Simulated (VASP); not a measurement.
The system is KMgF3.

```
K Mg F
1.0
     4.04818    0.00000    0.00000
     0.00000    4.04818    0.00000
     0.00000    0.00000    4.04818
K Mg F
1 1 3
Direct
  0.50000 0.50000 0.50000
  0.00000 0.00000 0.00000
  0.50000 0.00000 0.00000
  0.00000 0.50000 0.00000
  0.00000 0.00000 0.50000
```

| Item | Value |
| --- | --- |
| Program | VASP 6.6.1 |
| Task | relaxation of cell and atoms |
| Functional | r2SCAN |
| Potentials or basis | VASP PAW PBE potentials, release 64 (K_sv, Mg_sv, F) |
| Cutoff | 920 eV |
| k mesh | 6 × 6 × 6 |
| Occupations | fermi-dirac, width 0.1043 eV |
| Spin | no spin polarisation |

At the start: pressure -3.4 GPa; volume 13.27 Å³/atom.

**Question.** Where does the relaxation end?

**Answer.** Over 3 steps the energy falls by 6.6 meV/atom and the volume is 12.67 Å³/atom (-4.5 %); space group Pm-3m (No. 221, to 0.1 Å) before and after.

The path:
```
step  energy change (eV)  largest force (eV/Å)  pressure (GPa)  volume (Å³)
   1              0.0000                0.0000           -3.39        66.34
   2             -0.0327                0.0000           -0.44        63.68
   3             -0.0332                0.0000           -0.03        63.34
```

Final structure:
```
K Mg F
1.0
     3.98631    0.00000    0.00000
     0.00000    3.98631    0.00000
     0.00000    0.00000    3.98631
K Mg F
1 1 3
Direct
  0.50000 0.50000 0.50000
  0.00000 0.00000 0.00000
  0.50000 0.00000 0.00000
  0.00000 0.50000 0.00000
  0.00000 0.00000 0.50000
```

Caveat: the PAW data sets were made with another functional, which shifts forces and pressure a little.
